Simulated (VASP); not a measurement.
Here is a VASP 6.6.1 calculation.

Contents of POSCAR:

```
Ce
1.0
    1.5470000000      3.0035000000      0.0000000000
    1.5470000000     -3.0035000000      0.0000000000
    0.0000000000      0.0000000000     -5.2460000000
Ce
2
Direct
    0.1050000000      0.8950000000      0.7500000000
    0.8950000000      0.1050000000      0.2500000000
```

File INCAR.step1:

```
ALGO = Normal
EDIFF = 1E-4
ENCUT = 600
GGA = PE
ISMEAR = -1
LASPH = T
LCHARG = F
LREAL = F
LWAVE = T
NELM = 100
PREC = Accurate
SIGMA = 0.1
```

Contents of INCAR.step2:

```
ALGO = Normal
EDIFF = 1E-7
EDIFFG = -0.01
ENCUT = 600
IBRION = 2
ISIF = 3
ISMEAR = -1
ISTART = 1
LASPH = T
LCHARG = F
LMIXTAU = T
LREAL = F
LWAVE = F
METAGGA = R2SCAN
NELM = 100
NSW = 60
PREC = Accurate
PSTRESS = 50.0
SIGMA = 0.1
```

The input KPOINTS:

```
k-points
0
Gamma
  8 8 5
```

Potentials or basis: VASP PAW PBE potentials, release 64 (Ce).

Command:

```bash
$ cat potpaw_PBE.64/Ce/POTCAR > POTCAR
$ cp INCAR.step1 INCAR
$ mpirun -np 1 vasp_std > vasp.out
$ cp INCAR.step2 INCAR
$ mpirun -np 1 vasp_std > vasp.out
```

Task: What does it give for the relaxed cell?

Result: a = 3.366 Å, b = 3.366 Å, c = 5.121 Å, α = 90.00°, β = 90.00°, γ = 126.55°.

Task: Estimate the relaxed volume.

Result: 23.30 Å³/atom.

Task: What does it give for the band gap on the k mesh?

Result: Zero (bands 12 and 13 overlap by 0.77 eV).

Step by step:
| step | energy change (eV) | largest force (eV/Å) | pressure (GPa) | volume (Å³) |
| --- | --- | --- | --- | --- |
| 1 | 0.0000 | 0.2657 | 2.07 | 48.75 |
| 2 | 0.0720 | 0.1975 | 6.30 | 45.68 |
| 3 | 0.0495 | 0.2189 | 5.22 | 46.33 |
| 4 | 0.0448 | 0.1556 | 5.23 | 46.34 |
| 5 | 0.0407 | 0.0353 | 5.18 | 46.35 |
| 6 | 0.0306 | 0.0028 | 5.00 | 46.58 |
| 7 | 0.0279 | 0.0120 | 4.92 | 46.66 |
| 8 | 0.0300 | 0.0013 | 5.04 | 46.59 |
| 9 | 0.0301 | 0.0009 | 5.03 | 46.58 |
| 10 | 0.0287 | 0.0005 | 4.97 | 46.63 |
| 11 | 0.0293 | 0.0001 | 4.97 | 46.61 |

Caveat: the cell is relaxed towards a set pressure, so the run minimises the enthalpy, not the energy; the PAW data sets were made with another functional, which shifts forces and pressure a little; spin-orbit coupling is left out, which moves the levels of the heavy elements; semilocal functionals describe open f shells poorly, which spoils levels, moments and volumes. Spin polarisation is off, so any magnetic state and its effect on volume and gap are missing.
